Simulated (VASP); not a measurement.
Here is a VASP 6.6.1 calculation.

The input POSCAR:

```
LiGeN
1.0
    3.1426955177      0.0000000000      0.0000000000
   -1.5713477588      2.7216541547      0.0000000000
    0.0000000000      0.0000000000      9.2407100274
Li Ge N
2 2 2
Direct
    0.6666666667      0.3333333333      0.7422964975
    0.3333333333      0.6666666667      0.2422964975
    0.0000000000      0.0000000000      0.4999278697
    0.0000000000      0.0000000000      0.9999278697
    0.3333333333      0.6666666667      0.6024136329
    0.6666666667      0.3333333333      0.1024136329
```

File INCAR.step1:

```
PREC = Accurate
ENCUT = 520
ISMEAR = 0
SIGMA = 0.01
LREAL = False
LASPH = True
NELM = 80
NBANDS = 31
GGA = PE
ALGO = Normal
EDIFF = 1E-4
LWAVE = True
LCHARG = False
```

INCAR.step2

```
PREC = Accurate
ENCUT = 520
EDIFF = 1E-6
ISMEAR = 0
SIGMA = 0.01
LREAL = False
LASPH = True
NELM = 80
ALGO = Normal
ISIF = 2
LWAVE = False
LCHARG = False
METAGGA = R2SCAN
LMIXTAU = True
NBANDS = 31
ISTART = 1
```

KPOINTS

```
regular mesh
0
Gamma
  12 12 4
```

Potentials or basis: VASP PAW PBE potentials, release 64 (Li_sv, Ge_d, N).

Command:

```bash
$ cat potpaw_PBE.64/Li_sv/POTCAR potpaw_PBE.64/Ge_d/POTCAR potpaw_PBE.64/N/POTCAR > POTCAR
$ cp INCAR.step1 INCAR
$ mpirun -np 1 vasp_std > vasp.out
$ cp INCAR.step2 INCAR
$ mpirun -np 1 vasp_std > vasp.out
```

(1) Estimate the largest force.

(2) What does it give for the band gap on the k mesh?

Results:

(1) 0.073 eV/Å.

(2) 1.38 eV (least direct gap 2.18 eV).

Caveat: the cell differs from its parent crystal (epitaxial xy strain +5.2%); the PAW data sets were made with another functional, which shifts forces and pressure a little.
